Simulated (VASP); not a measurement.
# Os (Im-3m) in VASP: further runs

Runs on Os. Level: PBE. Tasks: single point, relaxation of cell and atoms.

All numbers are computed with VASP 6.6.1; they aren't measurements. Logs are shortened: lines on timing, memory, paths and dates and some standing lists are left out, and cuts for length are marked.

## Step 1: The cell of the first run

It takes space group Im-3m (No. 229, cubic). Conventional cell: a = 3.092 Å, b = 3.092 Å, c = 3.092 Å, α = 90.00°, β = 90.00°, γ = 90.00°. Within 3.5 Å of Os (site symmetry m-3m) lie 14 Os at 2.68 to 3.09 Å.

## Step 2: Single point, PBE

INCAR reads:

```
SYSTEM = Os
PREC = Accurate ; ENCUT = 520
EDIFF = 1E-6 ; ISMEAR = -1
SIGMA = 0.05 ; LREAL = .False.
LASPH = .True. ; NELM = 100
ALGO = Normal ; ISIF = 2
LWAVE = .False. ; LCHARG = .True.
GGA = PE ; LELF = .True.
LVHAR = .True. ; NBANDS = 10
```

KPOINTS reads:

```
Automatic mesh
0
Gamma
  10 10 10
  0 0 0
```

POSCAR reads:

```
Os
1.0
   -1.5457841597      1.5457841597      1.5457841597
    1.5457841597     -1.5457841597      1.5457841597
    1.5457841597      1.5457841597     -1.5457841597
Os
1
Direct
    0.0000000000      0.0000000000      0.0000000000
```

Potentials or basis: VASP PAW PBE potentials, release 64 (Os).

The run is started by

```
cat potpaw_PBE.64/Os/POTCAR > POTCAR
mpirun -np 1 vasp_std > vasp.out
```

OUTCAR:

```text
SYSTEM = Os
   PREC = Accurate
   ENCUT = 520
   EDIFF = 1E-6
   ISMEAR = -1
   LREAL = .False.
   LASPH = .True.
   NELM = 100
   ISIF = 2
   GGA = PE

 ion  position               nearest neighbor table
   1  0.000  0.000  0.000-

  LATTYP: Found a body centered cubic cell.
 ALAT       =     3.0915683194

  Lattice vectors:

 A1 = (  -1.5457841597,   1.5457841597,   1.5457841597)
 A2 = (   1.5457841597,  -1.5457841597,   1.5457841597)
 A3 = (   1.5457841597,   1.5457841597,  -1.5457841597)

Analysis of symmetry for initial positions (statically):
=====================================================================
 Subroutine PRICEL returns:
 Original cell was already a primitive cell.

 Routine SETGRP: Setting up the symmetry group for a
 body centered cubic supercell.

 Subroutine GETGRP returns: Found 48 space group operations
[... 9 lines left out ...]

 Routine SETGRP: Setting up the symmetry group for a
 body centered cubic supercell.

 Subroutine GETGRP returns: Found 48 space group operations
[... 11 lines left out ...]
                                     Primitive cell

  volume of cell :      14.7743

  direct lattice vectors                    reciprocal lattice vectors
    -1.545784160  1.545784160  1.545784160     0.000000000  0.323460424  0.323460424
     1.545784160 -1.545784160  1.545784160     0.323460424  0.000000000  0.323460424
     1.545784160  1.545784160 -1.545784160     0.323460424  0.323460424  0.000000000

  length of vectors
     2.677376702  2.677376702  2.677376702     0.457442119  0.457442119  0.457442119

  position of ions in fractional coordinates (direct lattice)
     0.000000000  0.000000000  0.000000000

  ion indices of the primitive-cell ions
   primitive index   ion index
                 1           1

----------------------------------------------------------------------------------------

 KPOINTS: Automatic mesh

Automatic generation of k-mesh.
 Grid dimensions read from file:
 generate k-points for:   10   10   10

 Generating k-lattice:

  Cartesian coordinates                     Fractional coordinates (reciprocal lattice)
     0.000000000  0.032346042  0.032346042     0.100000000  0.000000000  0.000000000
     0.032346042  0.000000000  0.032346042     0.000000000  0.100000000  0.000000000
     0.032346042  0.032346042  0.000000000     0.000000000  0.000000000  0.100000000

  Length of vectors
     0.045744212  0.045744212  0.045744212

  Shift w.r.t. Gamma in fractional coordinates (k-lattice)
     0.000000000  0.000000000  0.000000000

 Subroutine IBZKPT returns following result:
 ===========================================

 Found     47 irreducible k-points:

 Following reciprocal coordinates:
            Coordinates               Weight
  0.000000  0.000000  0.000000      1.000000
  0.100000  0.000000  0.000000     12.000000
  0.200000  0.000000  0.000000     12.000000
  0.300000  0.000000  0.000000     12.000000
  0.400000  0.000000  0.000000     12.000000
  0.500000  0.000000  0.000000      6.000000
[... 16 lines left out ...]
  0.300000  0.300000  0.100000      8.000000
 -0.300000  0.300000  0.100000     24.000000
 [... further k-points ...]
   k-points           NKPTS =     47   k-points in BZ     NKDIM =     47   number of bands    NBANDS=     10
   number of dos      NEDOS =    301   number of ions     NIONS =      1
   total plane-waves  NPLWV =   8000
   dimension x,y,z NGX =    20 NGY =   20 NGZ =   20
   dimension x,y,z NGXF=    40 NGYF=   40 NGZF=   40
   ions per type =               1
   NGX,Y,Z   is equivalent  to a cutoff of  12.42, 12.42, 12.42 a.u.
   NGXF,Y,Z  is equivalent  to a cutoff of  24.84, 24.84, 24.84 a.u.
 SYSTEM =  Os
   PREC   = accura    normal or accurate (medium, high low for compatibility)
   ISTART =      0    job   : 0-new  1-cont  2-samecut
   ICHARG =      2    charge: 1-file 2-atom 10-const
   ISPIN  =      1    spin polarized calculation?
   LNONCOLLINEAR =      F non collinear calculations
   LSORBIT =      F    spin-orbit coupling
   LASPH  =      T    aspherical Exc in radial PAW
   ENCUT  =  520.0 eV  38.22 Ry    6.18 a.u.   4.98  4.98  4.98*2*pi/ulx,y,z
   NELM   =    100;   NELMIN=  2; NELMDL= -5     # of ELM steps
   EDIFF  = 0.1E-05   stopping-criterion for ELM
   LREAL  =      F    real-space projection
   EDIFFG = 0.1E-04   stopping-criterion for IOM
   NSW    =      0    number of steps for IOM
   IBRION =     -1    ionic relax: 0-MD 1-quasi-New 2-CG
   NFREE  =      0    steps in history (QN), initial steepest desc. (CG)
   ISIF   =      2    stress and relaxation
   ISYM   =      2    0-nonsym 1-usesym 2-fastsym
   POTIM  = 0.5000    time-step for ionic-motion
   TEBEG  =    0.0;   TEEND  =   0.0 temperature during run
   PSTRESS=    0.0 pullay stress
   NELECT =       8.0000    total number of electrons
   NUPDOWN=      -1.0000    fix difference up-down
   EMIN   =  10.00;   EMAX   =-10.00  energy-range for DOS
   EFERMI =   0.00;   METHOD = LEGACY
   ISMEAR =    -1;   SIGMA  =   0.05  broadening in eV -4-tet -1-fermi 0-gaus
   EFERMI_NEDOS =   21; number of points for ismear=-14 and -15
   IALGO  =     38    algorithm
   IMIX   =      4    mixing-type and parameters
     AMIX     =   0.40;   BMIX     =  1.00
     AMIX_MAG =   1.60;   BMIX_MAG =  1.00
  volume/ion in A,a.u.               =      14.77        99.70
  Fermi-wavevector in a.u.,A,eV,Ry     =   1.334349  2.521553 24.224986  1.780486
  Thomas-Fermi vector in A             =   2.463137
   LORBIT       =      0    0 simple, 1 ext, 2 COOP (PROOUT), +10 PAW based schemes
   GGA     = PE    functional components
   LHFCALC =     F    Hartree Fock is set to
   AEXX    =    0.0000 exact exchange contribution
   IVDW    =     0    specifies the selected vdW correction
   LEPSILON=     F    determine dielectric tensor
   LRPA    =     F    only Hartree local field effects (RPA)
 non-spin polarized calculation
  energy-cutoff  :      520.00
  volume of cell :       14.77
 maximum number of plane-waves:       418
   NGX =  9   NGY =  9   NGZ =  9

 number of electron       7.9999999 magnetization

 Free energy of the ion-electron system (eV)
  ---------------------------------------------------
  ext. energy  EPLUGINS =         0.00000000
  ---------------------------------------------------
  free energy    TOTEN  =       -10.36962196 eV

  energy without entropy =      -10.35858820  energy(sigma->0) =      -10.36410508

 E-fermi :   8.9143     XC(G=0): -13.7308

 val. band max:        8.8827129439   @ k =   0.1000   0.0000   0.0000
 cond. band min:       8.9355317224   @ k =  -0.3000   0.3000   0.3000
 fundamental gap:      0.0528187785
 Fermi energy:         8.9142811224

 k-point     1 :       0.0000    0.0000    0.0000
  band No.  band energies     occupation
      1      -1.7863      2.00000
      2       5.6813      2.00000
      3       5.6813      2.00000
      4       5.6813      2.00000
      5       8.8660      1.44839
      6       8.8660      1.44838
      7      25.1401      0.00000
      8      25.1401      0.00000
      9      25.1401      0.00000
     10      36.7268      0.00000

 k-point     2 :       0.1000    0.0000    0.0000
  band No.  band energies     occupation
      1      -1.3263      2.00000
      2       5.4522      2.00000
      3       5.6463      2.00000
      4       6.1102      2.00000
      5       8.5689      1.99800
      6       8.8827      1.30560
      7      25.4185      0.00000
      8      25.8722      0.00000
      9      25.8955      0.00000
     10      33.5572      0.00000

 k-point     3 :       0.2000    0.0000    0.0000
  band No.  band energies     occupation
      1      -0.1189      2.00000
      2       4.8988      2.00000
      3       5.4632      2.00000
      4       7.3414      2.00000
      5       8.2610      2.00000
      6       8.9631      0.54707
      7      25.3200      0.00000
      8      26.1220      0.00000
      9      27.9947      0.00000
     10      31.7198      0.00000

 k-point     4 :       0.3000    0.0000    0.0000
  band No.  band energies     occupation
      1       1.1078      2.00000
      2       4.2886      2.00000
      3       5.6851      2.00000
      4       8.4659      1.99975
      5       9.1427      0.02054
      6       9.1750      0.01082
      7      23.0716      0.00000
      8      23.6697      0.00000
      9      30.8633      0.00000
     10      31.0348      0.00000

 k-point     5 :       0.4000    0.0000    0.0000
  band No.  band energies     occupation
      1       1.4386      2.00000
      2       3.8415      2.00000
      3       7.2524      2.00000
      4       8.8352      1.65865
      5       9.3659      0.00024
      6      11.1149      0.00000
      7      19.4488      0.00000
      8      22.0151      0.00000
      9      27.2797      0.00000
     10      33.9711      0.00000

 k-point     6 :       0.5000    0.0000    0.0000
  band No.  band energies     occupation
      1       1.4014      2.00000
      2       3.6800      2.00000
      3       8.7229      1.95737
      4       8.7366      1.94433
      5       9.4740      0.00003
      6      12.0634      0.00000
      7      17.6557      0.00000
      8      21.3766      0.00000
      9      25.7559      0.00000
     10      33.1923      0.00000
[... 183 lines left out ...]
 k-point    21 :       0.3000    0.2000    0.1000
  band No.  band energies     occupation
      1       3.0770      2.00000
      2       3.9542      2.00000
      3       5.5588      2.00000
      4       9.1957      0.00716
      5       9.5356      0.00001
      6      15.4759      0.00000
      7      16.6957      0.00000
      8      21.0803      0.00000
      9      23.0908      0.00000
     10      32.6539      0.00000

 k-point    22 :      -0.2000    0.2000    0.1000
  band No.  band energies     occupation
      1       0.3051      2.00000
      2       5.2820      2.00000
      3       5.5553      2.00000
      4       7.2096      2.00000
      5       7.2668      2.00000
      6       9.4942      0.00002
      7      25.6867      0.00000
      8      26.4077      0.00000
      9      28.4401      0.00000
     10      29.5307      0.00000

 k-point    23 :       0.3000    0.3000    0.1000
  band No.  band energies     occupation
      1       3.2524      2.00000
      2       4.8180      2.00000
      3       4.8180      2.00000
      4       9.4516      0.00004
      5       9.4516      0.00004
      6      15.2289      0.00000
      7      18.5320      0.00000
      8      18.5320      0.00000
      9      23.3339      0.00000
     10      33.6575      0.00000

 k-point    24 :      -0.3000    0.3000    0.1000
  band No.  band energies     occupation
      1       1.5269      2.00000
      2       4.7101      2.00000
      3       5.3484      2.00000
      4       7.7034      2.00000
      5       9.0485      0.12792
      6       9.6918      0.00000
      7      22.6549      0.00000
      8      25.0146      0.00000
      9      29.2790      0.00000
     10      31.5495      0.00000

 [... further k-points ...]
[... 5 lines left out ...]
  --------------------------------------------------------------------------------------
  -------------------------------------------------------------------------------------
  Total        0.0039687      0.0039687      0.0039687      0.0000000     -0.0000000      0.0000000
  in kB        0.4303854      0.4303854      0.4303854      0.0000000     -0.0000000      0.0000000
  external PRESSURE =       0.4303854 kB  Pullay stress =       0.0000000 kB

 VOLUME and BASIS-vectors are now :
 -----------------------------------------------------------------------------
  energy-cutoff  :      520.00
  volume of cell :       14.77
      direct lattice vectors                 reciprocal lattice vectors
    -1.545784160  1.545784160  1.545784160     0.000000000  0.323460424  0.323460424
     1.545784160 -1.545784160  1.545784160     0.323460424  0.000000000  0.323460424
     1.545784160  1.545784160 -1.545784160     0.323460424  0.323460424  0.000000000

 POSITION                                       TOTAL-FORCE (eV/Angst)
 -----------------------------------------------------------------------------------
      0.00000      0.00000      0.00000         0.000000     -0.000000      0.000000
 -----------------------------------------------------------------------------------
    total drift:                                0.000000      0.000000      0.000000

  FREE ENERGIE OF THE ION-ELECTRON SYSTEM (eV)
  ---------------------------------------------------
  free  energy   TOTEN  =       -10.3696219625 eV

  energy  without entropy=      -10.3585882012  energy(sigma->0) =      -10.36410508
```

Run time: 4 s. Hardware: 1 thread of Intel Xeon Platinum 8488C (Sapphire Rapids), shared host; peak memory 0.12 GiB.

Results:

| Item | Value |
| --- | --- |
| Free energy | -10.3696 eV |
| Pressure | 0.0 GPa |
| Band gap on the k mesh | zero (band 4 reaches 11.27 eV, above the bottom of band 5 at 7.27 eV) |

Levels at points of the mesh, in eV from the Fermi level:
| k point | band 1 | band 2 | band 3 | band 4 | band 5 | band 6 | band 7 | band 8 | band 9 |
| --- | --- | --- | --- | --- | --- | --- | --- | --- | --- |
| (0.00, 0.00, 0.00) | -10.70 | -3.23 | -3.23 | -3.23 | -0.05 | -0.05 | 16.23 | 16.23 | 16.23 |
| (0.50, 0.00, 0.00) | -7.51 | -5.23 | -0.19 | -0.18 | 0.56 | 3.15 | 8.74 | 12.46 | 16.84 |
| (0.50, 0.50, 0.50) | -7.09 | -7.09 | 2.35 | 2.35 | 2.35 | 7.80 | 7.80 | 7.80 | 15.06 |

Caveat: spin-orbit coupling is left out, which moves the levels of the heavy elements.

(Continued in part 2 of 2.)
